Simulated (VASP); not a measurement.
Runs of VASP 6.6.1 on Ca. The structure is that of space group P6_3/mmc (No. 194), or close to it. The cells are those of the table. This isn't the form of Ca at room conditions, which is fcc.

```tsv
cell	further INCAR settings	gap on the mesh (eV)	pressure (GPa)
a = 4.139, b = 4.139, c = 6.259 Å, angles 90.0, 90.0, 120.0°, 2 atoms	ALGO = Fast; EDIFF = 1e-06; NBANDS = 17	none	-1.8
a = 4.139, b = 4.139, c = 5.998 Å, angles 90.0, 90.0, 120.0°, 2 atoms	ALGO = Fast; EDIFF = 1e-06; NBANDS = 17	none	-1.2
a = 3.821, b = 3.821, c = 7.042 Å, angles 90.0, 90.0, 120.0°, 2 atoms	ALGO = Fast; EDIFF = 1e-06; NBANDS = 17	none	-1.2
a = 4.298, b = 4.298, c = 6.520 Å, angles 90.0, 90.0, 120.0°, 2 atoms	ALGO = Fast; EDIFF = 1e-06; NBANDS = 17	none	-2.8
a = 3.821, b = 3.821, c = 6.781 Å, angles 90.0, 90.0, 120.0°, 2 atoms	ALGO = Fast; EDIFF = 1e-06; NBANDS = 17	none	-0.8
a = 4.139, b = 4.139, c = 6.520 Å, angles 90.0, 90.0, 120.0°, 2 atoms	ALGO = Fast; EDIFF = 1e-06; NBANDS = 17	none	(a)
a = 4.298, b = 4.298, c = 6.259 Å, angles 90.0, 90.0, 120.0°, 2 atoms	ALGO = Fast; EDIFF = 1e-06; NBANDS = 17	none	-2.5
a = 3.980, b = 3.980, c = 6.259 Å, angles 90.0, 90.0, 120.0°, 2 atoms	ALGO = Fast; EDIFF = 1e-07; NBANDS = 17	none	-0.8
```

Alike in all rows: task single point; level PBEsol; potentials or basis VASP PAW PBE potentials, release 64 (Ca_sv); no spin polarisation; k mesh 12 × 12 × 8; cutoff (eV) 520; smearing gaussian 0.15 eV.

Estimate the missing entries.

(a) -2.3.

Caveats: the PAW data sets were made with another functional, which shifts forces and pressure a little.

A gap of «none» marks levels without a gap at the run's occupations.
